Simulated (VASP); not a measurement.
NaH:

```xyz
2
Lattice="0.0000 2.3975 2.3148 2.3975 0.0000 2.3148 2.3975 2.3975 0.0000" Properties=species:S:1:pos:R:3 pbc="T T T"
Na    0.0000    0.0000    0.0000
H     2.3975    2.3975    2.3148
```

This cell differs from its parent crystal: uniaxial z strain -3.5%.

Base run:

| Item | Value |
| --- | --- |
| Program | VASP 6.6.1 |
| Functional | r2SCAN |
| Potentials or basis | VASP PAW PBE potentials, release 64 (Na_pv, H) |
| Cutoff | 520 eV |
| k mesh | 10 × 10 × 10 |
| Occupations | gaussian, width 0.01 eV |
| Spin | no spin polarisation |

Its results: band gap on the k mesh 4.46 eV (least direct gap 5.34 eV); pressure 0.6 GPa.

Q: The run is repeated on the same cell with these changes: functional from r2SCAN to PBE; occupations from gaussian, width 0.01 eV to fermi-dirac, width 0.02 eV. What comes out?

A: Band gap on the k mesh 3.84 eV (least direct gap 4.75 eV); pressure 1.5 GPa.

Caveats: the structure was generated, so it needn't be the stable form of NaH; the PAW data sets were made with another functional, which shifts forces and pressure a little (at least some runs).

A k mesh can miss the band edges.
